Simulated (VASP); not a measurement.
# CuO (P-1) in VASP: further runs

CuO is run at these levels: PBE; tasks: single point.

Everything below comes from runs of VASP 6.6.1. Logs are shortened: lines on timing, memory, paths and dates and some standing lists are left out, and cuts for length are marked.

## Step 1: The cell of the first run

The typed cell holds 4 atoms: a = 2.899 Å, b = 2.899 Å, c = 5.211 Å, α = 89.81°, β = 89.81°, γ = 89.22°.

## Step 2: Single point, PBE

The input, INCAR:

```
SYSTEM = CuO
PREC = Accurate
ENCUT = 520
EDIFF = 1E-6
ISMEAR = -1
SIGMA = 0.05
LREAL = .FALSE.
LASPH = .TRUE.
NELM = 100
ALGO = Normal
ISIF = 2
LWAVE = .FALSE.
LCHARG = .TRUE.
GGA = PE
LELF = .TRUE.
LVHAR = .TRUE.
NBANDS = 25
```

The input, KPOINTS:

```
regular mesh
0
G
  9 9 5
  0 0 0
```

The input, POSCAR:

```
CuO
1.0
    2.8985710625      0.0000000000      0.0000000000
    0.0393315255      2.8983481113      0.0000000000
    0.0176112532      0.0173591088      5.2106205905
Cu O
2 2
Direct
    0.0000000000      0.5000000000      0.0000000000
    0.5000000000      0.0000000000      0.5000000000
    0.9984239700      0.0016717800      0.7498871000
    0.0015760300      0.9983282200      0.2501129000
```

Potentials or basis: VASP PAW PBE potentials, release 64 (Cu, O).

The run is started by

```bash
cat potpaw_PBE.64/Cu/POTCAR potpaw_PBE.64/O/POTCAR > POTCAR
mpirun -np 1 vasp_std > vasp.out
```

OUTCAR:

```text
SYSTEM = CuO
   PREC = Accurate
   ENCUT = 520
   EDIFF = 1E-6
   ISMEAR = -1
   LREAL = .FALSE.
   LASPH = .TRUE.
   NELM = 100
   ISIF = 2
   GGA = PE

 ion  position               nearest neighbor table
   1  0.000  0.500  0.000-   3 1.95   4 1.95   3 1.95   4 1.95
   2  0.500  0.000  0.500-   3 1.95   4 1.95   4 1.95   3 1.95
   3  0.998  0.002  0.750-   2 1.95   2 1.95   1 1.95   1 1.95
   4  0.002  0.998  0.250-   2 1.95   2 1.95   1 1.95   1 1.95

  LATTYP: Found a base centered monoclinic cell.
 ALAT       =    11.1905404506
 B/A-ratio  =     0.3638182808
 C/A-ratio  =     0.4656324948
 COS(beta)  =    -0.9295148209

  Lattice vectors:

 A1 = (   2.8809598093,  -0.0173591088,  -5.2106205905)
 A2 = (   0.0217202723,   2.8809890025,  -5.2106205905)
 A3 = (   0.0176112532,   0.0173591088,   5.2106205905)

Analysis of symmetry for initial positions (statically):
=====================================================================
 Subroutine PRICEL returns:
 Original cell was already a primitive cell.

 Routine SETGRP: Setting up the symmetry group for a
 base centered monoclinic supercell.

 Subroutine GETGRP returns: Found  2 space group operations
 (whereof  2 operations were pure point group operations)
 out of a pool of  4 trial point group operations.

The static configuration has the point symmetry S_2 .

Analysis of symmetry for dynamics (positions and initial velocities):
=====================================================================
 Subroutine PRICEL returns:
 Original cell was already a primitive cell.

 Routine SETGRP: Setting up the symmetry group for a
 base centered monoclinic supercell.

 Subroutine GETGRP returns: Found  2 space group operations
 (whereof  2 operations were pure point group operations)
 out of a pool of  4 trial point group operations.

The dynamic configuration has the point symmetry S_2 .

 Subroutine INISYM returns: Found  2 space group operations
 (whereof  2 operations are pure point group operations),
 and found     1 'primitive' translations

----------------------------------------------------------------------------------------

                                     Primitive cell

  volume of cell :      43.7748

  direct lattice vectors                    reciprocal lattice vectors
     2.898571062  0.000000000  0.000000000     0.344997579 -0.004681729 -0.001150452
     0.039331525  2.898348111  0.000000000     0.000000000  0.345024118 -0.001149443
     0.017611253  0.017359109  5.210620590     0.000000000  0.000000000  0.191915720

  length of vectors
     2.898571062  2.898614970  5.210679268     0.345031262  0.345026032  0.191915720

  position of ions in fractional coordinates (direct lattice)
     0.000000000  0.500000000  0.000000000
     0.500000000  0.000000000  0.500000000
     0.998423970  0.001671780  0.749887100
     0.001576030  0.998328220  0.250112900

  ion indices of the primitive-cell ions
   primitive index   ion index
                 1           1
                 2           2
                 3           3
                 4           4

----------------------------------------------------------------------------------------

 KPOINTS: regular mesh

Automatic generation of k-mesh.
 Grid dimensions read from file:
 generate k-points for:    9    9    5

 Generating k-lattice:

  Cartesian coordinates                     Fractional coordinates (reciprocal lattice)
     0.038333064 -0.000520192 -0.000127828     0.111111111  0.000000000  0.000000000
     0.000000000  0.038336013 -0.000127716     0.000000000  0.111111111  0.000000000
     0.000000000  0.000000000  0.038383144     0.000000000  0.000000000  0.200000000

  Length of vectors
     0.038336807  0.038336226  0.038383144

  Shift w.r.t. Gamma in fractional coordinates (k-lattice)
     0.000000000  0.000000000  0.000000000

 Subroutine IBZKPT returns following result:
 ===========================================

 Found    203 irreducible k-points:

 Following reciprocal coordinates:
            Coordinates               Weight
  0.000000  0.000000  0.000000      1.000000
  0.111111 -0.000000 -0.000000      2.000000
  0.000000 -0.111111 -0.000000      2.000000
  0.222222  0.000000  0.000000      2.000000
  0.000000 -0.222222 -0.000000      2.000000
  0.333333  0.000000  0.000000      2.000000
[... 16 lines left out ...]
 -0.111111  0.111111  0.000000      2.000000
  0.222222  0.222222  0.000000      2.000000
 [... further k-points ...]
   k-points           NKPTS =    203   k-points in BZ     NKDIM =    203   number of bands    NBANDS=     25
   number of dos      NEDOS =    301   number of ions     NIONS =      4
   total plane-waves  NPLWV =  23040
   dimension x,y,z NGX =    24 NGY =   24 NGZ =   40
   dimension x,y,z NGXF=    48 NGYF=   48 NGZF=   80
   ions per type =               2   2
   NGX,Y,Z   is equivalent  to a cutoff of  13.77, 13.76, 12.76 a.u.
   NGXF,Y,Z  is equivalent  to a cutoff of  27.53, 27.53, 25.52 a.u.
 SYSTEM =  CuO
   PREC   = accura    normal or accurate (medium, high low for compatibility)
   ISTART =      0    job   : 0-new  1-cont  2-samecut
   ICHARG =      2    charge: 1-file 2-atom 10-const
   ISPIN  =      1    spin polarized calculation?
   LNONCOLLINEAR =      F non collinear calculations
   LSORBIT =      F    spin-orbit coupling
   LASPH  =      T    aspherical Exc in radial PAW
   ENCUT  =  520.0 eV  38.22 Ry    6.18 a.u.   5.39  5.39  9.69*2*pi/ulx,y,z
   NELM   =    100;   NELMIN=  2; NELMDL= -5     # of ELM steps
   EDIFF  = 0.1E-05   stopping-criterion for ELM
   LREAL  =      F    real-space projection
   EDIFFG = 0.1E-04   stopping-criterion for IOM
   NSW    =      0    number of steps for IOM
   IBRION =     -1    ionic relax: 0-MD 1-quasi-New 2-CG
   NFREE  =      0    steps in history (QN), initial steepest desc. (CG)
   ISIF   =      2    stress and relaxation
   ISYM   =      2    0-nonsym 1-usesym 2-fastsym
   POTIM  = 0.5000    time-step for ionic-motion
   TEBEG  =    0.0;   TEEND  =   0.0 temperature during run
   PSTRESS=    0.0 pullay stress
   NELECT =      34.0000    total number of electrons
   NUPDOWN=      -1.0000    fix difference up-down
   EMIN   =  10.00;   EMAX   =-10.00  energy-range for DOS
   EFERMI =   0.00;   METHOD = LEGACY
   ISMEAR =    -1;   SIGMA  =   0.05  broadening in eV -4-tet -1-fermi 0-gaus
   EFERMI_NEDOS =   21; number of points for ismear=-14 and -15
   IALGO  =     38    algorithm
   IMIX   =      4    mixing-type and parameters
     AMIX     =   0.40;   BMIX     =  1.00
     AMIX_MAG =   1.60;   BMIX_MAG =  1.00
  volume/ion in A,a.u.               =      10.94        73.85
  Fermi-wavevector in a.u.,A,eV,Ry     =   1.504850  2.843754 30.811385  2.264573
  Thomas-Fermi vector in A             =   2.615776
   LORBIT       =      0    0 simple, 1 ext, 2 COOP (PROOUT), +10 PAW based schemes
   GGA     = PE    functional components
   LHFCALC =     F    Hartree Fock is set to
   AEXX    =    0.0000 exact exchange contribution
   IVDW    =     0    specifies the selected vdW correction
   LEPSILON=     F    determine dielectric tensor
   LRPA    =     F    only Hartree local field effects (RPA)
 non-spin polarized calculation
  energy-cutoff  :      520.00
  volume of cell :       43.77
 maximum number of plane-waves:      1196
 NGX is ok and might be reduce to    24

 number of electron      34.0000001 magnetization

 Free energy of the ion-electron system (eV)
  ---------------------------------------------------
  ext. energy  EPLUGINS =         0.00000000
  ---------------------------------------------------
  free energy    TOTEN  =       -19.71851711 eV

  energy without entropy =      -19.69896653  energy(sigma->0) =      -19.70874182

 E-fermi :   4.9963     XC(G=0): -11.3941

 val. band max:        4.9776292279   @ k =   0.4444   0.4444   0.4000
 cond. band min:       5.0207667709   @ k =  -0.2222   0.1111   0.0000
 fundamental gap:      0.0431375430
 Fermi energy:         4.9962552732

 k-point     1 :       0.0000    0.0000    0.0000
  band No.  band energies     occupation
      1     -14.8136      2.00000
      2     -13.5620      2.00000
      3      -3.1534      2.00000
      4      -0.3929      2.00000
      5      -0.3658      2.00000
      6       1.2503      2.00000
[... 17 lines left out ...]
     24      19.7307      0.00000
     25      20.0124      0.00000

 k-point     2 :       0.1111   -0.0000   -0.0000
  band No.  band energies     occupation
      1     -14.7459      2.00000
      2     -13.5393      2.00000
      3      -3.0358      2.00000
      4      -0.4622      2.00000
      5      -0.3414      2.00000
      6       0.6569      2.00000
[... 17 lines left out ...]
     24      19.9375      0.00000
     25      20.0863      0.00000

 k-point     3 :       0.0000   -0.1111   -0.0000
  band No.  band energies     occupation
      1     -14.7460      2.00000
      2     -13.5392      2.00000
      3      -3.0360      2.00000
      4      -0.4563      2.00000
      5      -0.3479      2.00000
      6       0.6575      2.00000
[... 17 lines left out ...]
     24      19.9359      0.00000
     25      20.0936      0.00000

 k-point     4 :       0.2222    0.0000    0.0000
  band No.  band energies     occupation
      1     -14.5681      2.00000
      2     -13.4808      2.00000
      3      -2.7229      2.00000
      4      -0.6072      2.00000
      5      -0.4517      2.00000
      6      -0.2555      2.00000
[... 17 lines left out ...]
     24      19.9496      0.00000
     25      20.4161      0.00000
[... 477 lines left out ...]
 k-point    22 :      -0.1111    0.2222    0.0000
  band No.  band energies     occupation
      1     -14.5019      2.00000
      2     -13.4596      2.00000
      3      -2.6028      2.00000
      4      -0.5802      2.00000
      5      -0.4340      2.00000
      6      -0.3237      2.00000
[... 17 lines left out ...]
     24      18.4491      0.00000
     25      20.1596      0.00000

 k-point    23 :      -0.1111    0.1111    0.0000
  band No.  band energies     occupation
      1     -14.6782      2.00000
      2     -13.5165      2.00000
      3      -2.9169      2.00000
      4      -0.4676      2.00000
      5      -0.3825      2.00000
      6       0.5284      2.00000
[... 17 lines left out ...]
     24      18.6964      0.00000
     25      20.1472      0.00000

 k-point    24 :       0.2222    0.2222    0.0000
  band No.  band energies     occupation
      1     -14.3347      2.00000
      2     -13.4099      2.00000
      3      -2.2889      2.00000
      4      -0.5494      2.00000
      5      -0.4715      2.00000
      6      -0.3492      2.00000
[... 17 lines left out ...]
     24      17.1247      0.00000
     25      20.5348      0.00000

 [... further k-points ...]

------------------------ aborting loop because EDIFF is reached ----------------------------------------

  FORCE on cell =-STRESS in cart. coord.  units (eV):
  Direction    XX          YY          ZZ          XY          YZ          ZX
  --------------------------------------------------------------------------------------
  -------------------------------------------------------------------------------------
  Total        1.1042597      1.0926354      0.3666613     -0.0156484      0.0018451     -0.0016584
  in kB       40.4164207     39.9909658     13.4199734     -0.5727374      0.0675297     -0.0606990
  external PRESSURE =      31.2757866 kB  Pullay stress =       0.0000000 kB

 VOLUME and BASIS-vectors are now :
 -----------------------------------------------------------------------------
  energy-cutoff  :      520.00
  volume of cell :       43.77
      direct lattice vectors                 reciprocal lattice vectors
     2.898571062  0.000000000  0.000000000     0.344997579 -0.004681729 -0.001150452
     0.039331525  2.898348111  0.000000000     0.000000000  0.345024118 -0.001149443
     0.017611253  0.017359109  5.210620590     0.000000000  0.000000000  0.191915720

 POSITION                                       TOTAL-FORCE (eV/Angst)
 -----------------------------------------------------------------------------------
      0.01967      1.44917      0.00000        -0.000000      0.000000      0.000000
      1.45809      0.00868      2.60531        -0.000000      0.000000      0.000000
      2.90728      0.01786      3.90738         0.003921     -0.005400      0.010586
      0.04824      2.89784      1.30324        -0.003921      0.005400     -0.010586
 -----------------------------------------------------------------------------------
    total drift:                                0.000000     -0.000000     -0.000000

  FREE ENERGIE OF THE ION-ELECTRON SYSTEM (eV)
  ---------------------------------------------------
  free  energy   TOTEN  =       -19.7185171066 eV

  energy  without entropy=      -19.6989665348  energy(sigma->0) =      -19.70874182
```

Wall time 76 s (1 thread of Intel Xeon 6975P-C (Granite Rapids), shared host); peak memory 0.29 GiB.

What came out:

- Free energy: -19.7185 eV
- Pressure: 3.1 GPa
- Largest force: 0.013 eV/Å
- Band gap on the k mesh: zero (band 17 reaches 5.66 eV, above the bottom of band 18 at 4.74 eV)

Forces in eV/Å, atoms in the order of the input:
```
Cu   0.000  0.000  0.000
Cu   0.000  0.000  0.000
O    0.004 -0.005  0.011
O   -0.004  0.005 -0.011
```

Stress tensor (GPa, compression positive):
```
 4.04 -0.06 -0.01
-0.06  4.00  0.01
-0.01  0.01  1.34
```

Levels at points of the mesh, in eV from the Fermi level:
| k point | band 13 | band 14 | band 15 | band 16 | band 17 | band 18 | band 19 | band 20 | band 21 | band 22 |
| --- | --- | --- | --- | --- | --- | --- | --- | --- | --- | --- |
| (0.00, 0.00, 0.00) | -2.40 | -2.36 | -2.28 | -1.99 | 0.66 | 0.69 | 1.46 | 6.21 | 7.28 | 13.61 |

Caveat: semilocal functionals often make such compounds metallic where correlation or magnetic order opens a gap, which also shifts bond lengths.

## Step 3: Single point, PBE

The input, INCAR:

```
ALGO = Normal
EDIFF = 1E-6
ENCUT = 520
GGA = PE
ISIF = 2
ISMEAR = -1
LASPH = True
LCHARG = False
LREAL = False
LWAVE = False
NBANDS = 25
NELM = 80
PREC = Accurate
SIGMA = 0.05
```

The input, KPOINTS:

```
k-points
0
Gamma
  9 9 5
```

POSCAR is that of step 2.

Potentials or basis: VASP PAW PBE potentials, release 64 (Cu, O).

The run is started by

```bash
cat potpaw_PBE.64/Cu/POTCAR potpaw_PBE.64/O/POTCAR > POTCAR
mpirun -np 1 vasp_std > vasp.out
```

It took 2.7 min on 1 thread of Intel Xeon 6975P-C, shared host; peak memory 0.3 GiB.

Results (log left out):

```yaml
Free_energy: -19.7185 eV
Pressure: 3.1 GPa
Largest_force: 0.013 eV/Å
Band_gap_on_the_k_mesh: zero (band 17 reaches 5.66 eV, above the bottom of band 18 at 4.74 eV)
```

Forces on the atoms (eV/Å):
```
Cu   0.000  0.000  0.000
Cu   0.000  0.000  0.000
O    0.004 -0.005  0.011
O   -0.004  0.005 -0.011
```

Stress tensor (GPa, compression positive):
```
 4.04 -0.06 -0.01
-0.06  4.00  0.01
-0.01  0.01  1.34
```

Levels at points of the mesh, in eV from the Fermi level:
```
           k point  band 13  band 14  band 15  band 16  band 17  band 18  band 19  band 20  band 21  band 22
(0.00, 0.00, 0.00)    -2.40    -2.36    -2.28    -1.99     0.66     0.69     1.46     6.21     7.28    13.61
```

Caveat: semilocal functionals often make such compounds metallic where correlation or magnetic order opens a gap, which also shifts bond lengths. With open d or f shells a metallic result of PBE can be an artefact of self-interaction; +U or a hybrid may open a gap.

## Step 4: Single point, PBE

This run uses another cell than the first one, of 11.16 Å³/atom, 1.020 times its volume.

The input, INCAR:

```
SYSTEM = CuO
  PREC = Accurate
  ENCUT = 520
  EDIFF = 1E-6
  ISMEAR = -1
  SIGMA = 0.05
  LREAL = .FALSE.
  LASPH = .TRUE.
  NELM = 100
  ALGO = Normal
  ISIF = 2
  LWAVE = .FALSE.
  LCHARG = .TRUE.
  GGA = PE
  LELF = .TRUE.
  LVHAR = .TRUE.
  NBANDS = 25
```

The input, KPOINTS:

```
Automatic mesh
0
G
  9 9 5
  0 0 0
```

The input, POSCAR:

```
CuO
1.0
    2.9173934799      0.0000000000      0.0000000000
    0.0395869322      2.9171690810      0.0000000000
    0.0177256152      0.0174718334      5.2444567372
Cu O
2 2
Direct
    0.0000000000      0.5000000000      0.0000000000
    0.5000000000      0.0000000000      0.5000000000
    0.9984239700      0.0016717800      0.7498871000
    0.0015760300      0.9983282200      0.2501129000
```

The run is started by

```bash
cat potpaw_PBE.64/Cu/POTCAR potpaw_PBE.64/O/POTCAR > POTCAR
mpirun -np 1 vasp_std > vasp.out
```

It took 2.8 min on 1 thread of Intel Xeon 6975P-C, shared host; peak memory 0.3 GiB.

The run converged. Its results:

* Free energy: -19.7280 eV
* Pressure: 0.1 GPa
* Largest force: 0.013 eV/Å
* Band gap on the k mesh: zero (band 17 reaches 5.40 eV, above the bottom of band 18 at 4.50 eV)

Forces on the atoms (eV/Å):
```
Cu   0.000  0.000  0.000
Cu   0.000  0.000  0.000
O    0.005 -0.006  0.010
O   -0.005  0.006 -0.010
```

Stress tensor (GPa, compression positive):
```
 1.36 -0.08 -0.02
-0.08  1.33 -0.01
-0.02 -0.01 -2.52
```

Levels at points of the mesh, in eV from the Fermi level:
| k point | band 13 | band 14 | band 15 | band 16 | band 17 | band 18 | band 19 | band 20 | band 21 | band 22 |
| --- | --- | --- | --- | --- | --- | --- | --- | --- | --- | --- |
| (0.00, 0.00, 0.00) | -2.34 | -2.30 | -2.22 | -1.94 | 0.65 | 0.68 | 1.41 | 6.20 | 7.19 | 13.53 |

Caveat: semilocal functionals often make such compounds metallic where correlation or magnetic order opens a gap, which also shifts bond lengths. With open d or f shells a metallic result of PBE can be an artefact of self-interaction; +U or a hybrid may open a gap.
